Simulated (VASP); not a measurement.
Set up this calculation in VASP 6.6.1, as the native input.

| Item | Value |
| --- | --- |
| Task | single point |
| Functional | revPBE |
| Dispersion | D3(BJ) |
| Potentials or basis | VASP PAW PBE potentials, release 64 (Cd_sv_GW, S) |
| Cutoff | 630 eV |
| k mesh | 8 × 8 × 8 |
| Occupations | fermi-dirac, width 0.05 eV |
| Spin | no spin polarisation |
| Dipole correction | no |
| Further INCAR settings | ALGO = Normal; EDIFF = 1e-06; NBANDS = 20 |

The structure of CdS lies in POSCAR:

```
CdS
1.0
    0.0000000000      2.9737007966      2.9737007966
    2.9737007966      0.0000000000      2.9737007966
    2.9737007966      2.9737007966      0.0000000000
Cd S
1 1
Direct
    0.0000000000      0.0000000000      0.0000000000
    0.7500000000      0.7500000000      0.7500000000
```

These files were run (other wordings do the same):

INCAR

```
PREC = Accurate
ENCUT = 630
EDIFF = 1E-6
ISMEAR = -1
SIGMA = 0.05
LREAL = False
LASPH = True
NELM = 120
ALGO = Normal
ISIF = 2
LWAVE = False
LCHARG = False
GGA = RE
IVDW = 12
NBANDS = 20
GGA_COMPAT = False
```

KPOINTS

```
Automatic mesh
0
Gamma
  8 8 8
```

Potentials or basis: VASP PAW PBE potentials, release 64 (Cd_sv_GW, S).

Launch:

```sh
$ cat potpaw_PBE.64/Cd_sv_GW/POTCAR potpaw_PBE.64/S/POTCAR > POTCAR
$ mpirun -np 1 vasp_std > vasp.out
```

Results of the run:

| Quantity | Value |
| --- | --- |
| Pressure | -3.1 GPa |
| Band gap on the k mesh | 1.16 eV |
| Dispersion energy per atom | -0.552 eV |

Caveat: the cell stands under tension; the PAW data sets were made with another functional, which shifts forces and pressure a little.

Wall time 28 s on 1 thread of Intel(R) Xeon(R) Platinum 8488C (Sapphire Rapids), with other jobs on the host, peak memory 0.24 GiB.
